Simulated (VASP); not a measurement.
Here is a VASP 6.6.1 calculation.

Contents of INCAR:

```
PREC = Accurate
ENCUT = 520
EDIFF = 1E-7
ISMEAR = 0
SIGMA = 0.1
LREAL = False
LASPH = True
NELM = 100
ALGO = Fast
ISIF = 2
LWAVE = False
LCHARG = True
GGA = PS
LELF = True
LVHAR = True
NBANDS = 16
```

The input KPOINTS:

```
Automatic mesh
0
Gamma
  18 18 18
```

POSCAR

```
AlRu
1.0
    3.1102486048      0.0000000000      0.0000000000
    0.0000000000      3.1102486048      0.0000000000
    0.0000000000      0.0000000000      2.8959539641
Al Ru
1 1
Direct
    0.0000000000      0.0000000000      0.0000000000
    0.5000000000      0.5000000000      0.5000000000
```

Potentials or basis: VASP PAW PBE potentials, release 64 (Al, Ru_pv).

Command:

```bash
$ cat potpaw_PBE.64/Al/POTCAR potpaw_PBE.64/Ru_pv/POTCAR > POTCAR
$ mpirun -np 1 vasp_std > vasp.out
```

Task: What does it give for the band gap on the k mesh?

Result: Zero (an odd number of electrons rules out a gap without spin polarisation).

Task: What does it give for the pressure?

Result: -11.1 GPa.

Stress tensor (GPa, compression positive):
```
-15.05   0.00   0.00
  0.00 -15.05   0.00
  0.00   0.00  -3.32
```

Caveat: the cell differs from its parent crystal (biaxial strain in the a-b plane: +4.5 %); the cell stands under tension; the PAW data sets were made with another functional, which shifts forces and pressure a little.
